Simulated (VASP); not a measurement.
## Mg: relaxation of shape and atoms at fixed volume with PBE

The system is Mg.

```
Mg
1.0
     3.12141    0.00000    0.00000
    -1.56070    2.70322    0.00000
     0.00000    0.00000    5.00441
Mg
2
Direct
  0.33333 0.66667 0.25000
  0.66667 0.33333 0.75000
```

```json
{
 "Program": "VASP 6.6.1",
 "Task": "relaxation of shape and atoms at fixed volume",
 "Functional": "PBE",
 "Potentials or basis": "VASP PAW PBE potentials, release 64 (Mg)",
 "Cutoff": "600 eV",
 "k mesh": "15 × 15 × 8",
 "Occupations": "fermi-dirac, width 0.1 eV",
 "Spin": "no spin polarisation",
 "Dipole correction": "no",
 "Further INCAR settings": "ALGO = Normal; EDIFF = 1e-06; IBRION = 2; EDIFFG = -0.005; NSW = 50; ISIF = 4"
}
```

```
Energy gained by relaxing : 0.0 meV/atom
Ionic steps               : 2
Pressure after relaxing   : 3.4 GPa
Band gap on the k mesh    : zero (bands 2 and 3 overlap by 2.03 eV)
```

Final structure:
```
Mg
1.0
     3.12087    0.00000    0.00000
    -1.56044    2.70275    0.00000
     0.00000    0.00000    5.00612
Mg
2
Cartesian
  0.0000 1.8018 1.2515
  1.5604 0.9009 3.7546
```

Levels at points of the mesh, in eV from the Fermi level:
| k point | band 1 | band 2 | band 3 | band 4 | band 5 |
| --- | --- | --- | --- | --- | --- |
| (0.00, 0.00, 0.00) | -7.30 | -1.75 | -1.12 | 11.30 | 11.30 |
| (0.00, 0.00, 0.50) | -5.80 | -5.80 | 5.49 | 5.49 | 12.07 |

Wall time 16 s on 1 thread of Intel(R) Xeon(R) 6975P-C (Granite Rapids), on a shared host, peak memory 0.2 GiB.
